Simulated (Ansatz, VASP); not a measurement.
# One calculation of AlCu6, two programs

```
CELL_PARAMETERS angstrom
0.00000 3.61053 3.61053
3.61053 0.00000 3.61053
3.61053 3.61053 0.00000
ATOMIC_POSITIONS crystal
Al 0.50000 0.50000 0.50000
Cu 0.50000 0.00000 0.00000
Cu 0.00000 0.50000 0.50000
Cu 0.00000 0.50000 0.00000
Cu 0.50000 0.00000 0.50000
Cu 0.00000 0.00000 0.50000
Cu 0.50000 0.50000 0.00000
```

Alike in both runs: functional PBE; k mesh 8 × 8 × 8; occupations gaussian, width 0.1 eV; no spin polarisation.

Ansatz relaxed the structure, and its values are those at the end. VASP's run is a single point on that final structure, the one shown.

```csv
,VASP,Ansatz
version,VASP 6.6.1,Ansatz 0.2.0
potentials or method,"VASP PAW PBE potentials, release 64 (Al, Cu), cutoff 520 eV","scalar-relativistic, plane waves, PAW"
valence electrons in the cell,69,117
```

```csv
,VASP,Ansatz,Ansatz less VASP
gap on the k mesh at the Fermi level (eV),none,none,-
pressure (GPa),-0.2,0.0,+0.29
```

A gap of «none» marks a metal or a gap that the smearing closes. VASP's potentials hold 69 valence electrons a cell and Ansatz's 117, so a difference there can come from the potentials and not from the codes.
